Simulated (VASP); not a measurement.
A run of VASP 6.6.1 is set up as follows.

File INCAR:

```
SYSTEM = ScRu3
PREC = Accurate ; ENCUT = 520
EDIFF = 1E-7 ; ISMEAR = -1
SIGMA = 0.1 ; LREAL = .FALSE.
LASPH = .TRUE. ; NELM = 100
ALGO = Normal ; ISIF = 2
LWAVE = .FALSE. ; LCHARG = .FALSE.
GGA = PE ; NBANDS = 34
```

The input KPOINTS:

```
Automatic mesh
0
G
  7 7 7
  0 0 0
```

Contents of POSCAR:

```
ScRu3
1.0
    3.9384370000      0.0000000000      0.0000000000
    0.0000000000      3.9384370000      0.0000000000
    0.0000000000      0.0000000000      3.9384370000
Sc Ru
1 3
Direct
    0.0000000000      0.0000000000      0.0000000000
    0.0000000000      0.5000000000      0.5000000000
    0.5000000000      0.0000000000      0.5000000000
    0.5000000000      0.5000000000      0.0000000000
```

Potentials or basis: VASP PAW PBE potentials, release 64 (Sc_sv, Ru_pv).

The run is started by

```bash
$ cat potpaw_PBE.64/Sc_sv/POTCAR potpaw_PBE.64/Ru_pv/POTCAR > POTCAR
$ mpirun -np 1 vasp_std > vasp.out
```

What does it give for the pressure?

-1.3 GPa.

What does it give for the band gap on the k mesh?

Zero (an odd number of electrons rules out a gap without spin polarisation).
